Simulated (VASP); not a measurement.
A run of VASP 6.6.1:

Contents of INCAR:

```
SYSTEM = PbF2
PREC     = Accurate       ! precision mode
ENCUT    = 520            ! plane-wave cutoff, eV
EDIFF    = 1E-6           ! SCF threshold, eV
ISMEAR   = 0              ! smearing method
SIGMA    = 0.05           ! smearing width, eV
LREAL    = .FALSE.        ! projectors in reciprocal space
LASPH    = .TRUE.         ! aspherical terms in the spheres
NELM     = 60             ! most SCF steps
ALGO     = Normal         ! electronic algorithm
ISIF     = 2              ! what is computed and relaxed
LWAVE    = .FALSE.        ! write WAVECAR
LCHARG   = .FALSE.        ! write CHGCAR
GGA      = PE             ! functional
NBANDS   = 21             ! bands
```

KPOINTS

```
regular mesh
0
G
  8 8 8
  0 0 0
```

File POSCAR:

```
PbF2
1.0
    0.0000000000      2.9698500000      3.2074380000
    2.9698500000      0.0000000000      3.2074380000
    2.9698500000      2.9698500000      0.0000000000
Pb F
1 2
Direct
    0.0000000000      0.0000000000      0.0000000000
    0.2500000000      0.2500000000      0.2500000000
    0.7500000000      0.7500000000      0.7500000000
```

Potentials or basis: VASP PAW PBE potentials, release 64 (Pb_d, F).

Run with:

```console
$ cat potpaw_PBE.64/Pb_d/POTCAR potpaw_PBE.64/F/POTCAR > POTCAR
$ mpirun -np 1 vasp_std > vasp.out
```

Hardware: 1 thread of AMD EPYC 7R13 Processor (Zen 3), on a shared host.

Task: How long does it take, and how much memory?

Result: Wall time 65 s on 1 thread of AMD EPYC 7R13 Processor (Zen 3), on a shared host, peak memory 0.2 GiB. Counts: scf iterations 14, k points 59.
